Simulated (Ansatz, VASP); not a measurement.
Two plane-wave programs on Al

```
CELL_PARAMETERS angstrom
0.00000 1.99161 1.99161
1.99161 0.00000 1.99161
1.99161 1.99161 0.00000
ATOMIC_POSITIONS crystal
Al 0.00000 0.00000 0.00000
```

Alike in both runs: functional LDA; k mesh 13 × 13 × 13; occupations fermi-dirac, width 0.1 eV; no spin polarisation.

Ansatz relaxed the structure, and its values are those at the end. VASP's run is a single point on that final structure, the one shown.

|  | VASP | Ansatz |
| --- | --- | --- |
| version | VASP 6.6.1 | Ansatz 0.2.0 |
| potentials or method | VASP PAW LDA potentials, release 64 (Al), cutoff 520 eV | plane waves (420 eV) with PAW, scalar-relativistic |
| valence electrons in the cell | 3 | 3 |

|  | VASP | Ansatz | Ansatz less VASP |
| --- | --- | --- | --- |
| pressure (GPa) | 0.0 | 0.0 | -0.08 |

Ansatz warns that its potentials were made for another functional, while VASP's fit it. LDA's correlation is that of Perdew and Zunger in VASP and of Perdew and Wang (1992) in Ansatz.
